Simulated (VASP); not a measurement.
Here is a VASP 6.6.1 calculation.

INCAR

```
SYSTEM = Ta2C
ALGO = Normal ; EDIFF = 1E-6
ENCUT = 700 ; GGA = PS
GGA_COMPAT = .False. ; ISIF = 2
ISMEAR = 0 ; LASPH = .True.
LCHARG = .True. ; LELF = .True.
LREAL = .False. ; LVHAR = .True.
LWAVE = .False. ; NBANDS = 22
NELM = 120 ; PREC = Accurate
SIGMA = 0.1
```

KPOINTS

```
k-points
0
Gamma
  18 18 10
  0 0 0
```

The input POSCAR:

```
Ta2C
1.0
    3.0333946883      0.0000000000      0.0000000000
   -1.5166973441      2.6269968598      0.0000000000
    0.0000000000      0.0000000000      4.8226586776
Ta C
2 1
Direct
    0.3333333333      0.6666666667      0.2561050964
    0.6666666667      0.3333333333      0.7438949036
    0.0000000000      0.0000000000      0.0000000000
```

Potentials or basis: VASP PAW PBE potentials, release 64 (Ta_sv_GW, C).

Command:

```bash
$ cat potpaw_PBE.64/Ta_sv_GW/POTCAR potpaw_PBE.64/C/POTCAR > POTCAR
$ mpirun -np 1 vasp_std > vasp.out
```

What does it give for the largest force?

0.048 eV/Å.

What does it give for the pressure?

18.8 GPa.

Estimate the band gap on the k mesh.

zero (bands 15 and 16 overlap by 0.87 eV).

Forces in eV/Å, atoms in the order of the input:
```
Ta   0.000  0.000  0.048
Ta   0.000  0.000 -0.048
C    0.000  0.000  0.000
```

Caveat: the cell differs from its parent crystal (equal strain along all axes, cell held: -2.0 %, then relaxed in part); the cell stands under pressure; the PAW data sets were made with another functional, which shifts forces and pressure a little; spin-orbit coupling is left out, which moves the levels of the heavy elements.
